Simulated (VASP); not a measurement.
Here is a VASP 6.6.1 calculation.

The input POSCAR:

```
AlRu
1.0
    2.9916000000      0.0000000000      0.0000000000
    0.0000000000      2.9916000000      0.0000000000
    0.0000000000      0.0000000000      2.9916000000
Ru Al
1 1
Direct
    0.5000000000      0.5000000000      0.5000000000
    0.0000000000      0.0000000000      0.0000000000
```

File INCAR.step1:

```
SYSTEM = AlRu
  ALGO = Normal
  EDIFF = 1E-5
  ENCUT = 520
  GGA = PE
  ISIF = 2
  ISMEAR = -1
  LASPH = .True.
  LREAL = .False.
  LWAVE = .True.
  NBANDS = 16
  NELM = 100
  PREC = Accurate
  SIGMA = 0.05
```

File INCAR.step2:

```
SYSTEM = AlRu
  AEXX = 0.25
  ALGO = Normal
  EDIFF = 1E-7
  ENCUT = 520
  GGA = PE
  HFSCREEN = 0.3
  ISIF = 2
  ISMEAR = -1
  ISTART = 1
  LASPH = .True.
  LCHARG = .True.
  LELF = .True.
  LHFCALC = .True.
  LREAL = .False.
  LVHAR = .True.
  LWAVE = .False.
  NBANDS = 16
  NELM = 100
  PREC = Accurate
  PRECFOCK = Normal
  SIGMA = 0.05
```

File KPOINTS:

```
k-points
0
Gamma
  5 5 5
  0 0 0
```

Potentials or basis: VASP PAW PBE potentials, release 64 (Ru_pv, Al).

Launch:

```console
$ cat potpaw_PBE.64/Ru_pv/POTCAR potpaw_PBE.64/Al/POTCAR > POTCAR
$ cp INCAR.step1 INCAR
$ mpirun -np 1 vasp_std > vasp.out
$ cp INCAR.step2 INCAR
$ mpirun -np 1 vasp_std > vasp.out
```

Estimate the pressure.

-2.4 GPa.

Caveat: the k points lie up to 0.42 Å⁻¹ apart; the PAW data sets were made with another functional, which shifts forces and pressure a little.
